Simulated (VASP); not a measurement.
Set up this calculation in VASP 6.6.1, as the native input.

* Task: single point
* Functional: PBE
* Potentials or basis: VASP PAW PBE potentials, release 64 (Si, Sn_d)
* Cutoff: 500 eV
* k mesh: 6 × 6 × 6
* Occupations: gaussian, width 0.2 eV
* Spin: no spin polarisation
* Dipole correction: no
* Further INCAR settings: ALGO = Normal; EDIFF = 1e-06; NBANDS = 18

The structure of Si2Sn lies in POSCAR:

```
Si2Sn
1.0
    0.0000000000      3.2079750142      3.2079750142
    3.2079750142      0.0000000000      3.2079750142
    3.2079750142      3.2079750142      0.0000000000
Si Sn
2 1
Direct
    0.0000000000      0.0000000000      0.0000000000
    0.7500000000      0.7500000000      0.7500000000
    0.2500000000      0.2500000000      0.2500000000
```

The cell was built from a structure type or drawn by symmetry, and may not be a known phase.

These files were run (other wordings do the same):

INCAR

```
SYSTEM = Si2Sn
ALGO     = Normal         ! electronic algorithm
EDIFF    = 1E-6           ! SCF threshold, eV
ENCUT    = 500            ! plane-wave cutoff, eV
GGA      = PE             ! functional
GGA_COMPAT= .False.      
ISIF     = 2              ! what is computed and relaxed
ISMEAR   = 0              ! smearing method
LASPH    = .True.         ! aspherical terms in the spheres
LCHARG   = .False.        ! write CHGCAR
LREAL    = .False.        ! projectors in reciprocal space
LWAVE    = .False.        ! write WAVECAR
NBANDS   = 18             ! bands
NELM     = 120            ! most SCF steps
PREC     = Accurate       ! precision mode
SIGMA    = 0.2            ! smearing width, eV
```

KPOINTS

```
k-points
0
Gamma
  6 6 6
  0 0 0
```

Potentials or basis: VASP PAW PBE potentials, release 64 (Si, Sn_d).

Run with:

```sh
$ cat potpaw_PBE.64/Si/POTCAR potpaw_PBE.64/Sn_d/POTCAR > POTCAR
$ mpirun -np 1 vasp_std > vasp.out
```

It gave:

| Quantity | Value |
| --- | --- |
| Pressure | -0.2 GPa |
| Band gap on the k mesh | zero (bands 11 and 12 overlap by 2.05 eV) |

Caveat: spin-orbit coupling is left out, which moves the levels of the heavy elements.

It took 14 s on 1 thread of AMD EPYC 9R45 96-Core Processor (Zen 5), with other jobs on the host, peak memory 0.17 GiB.
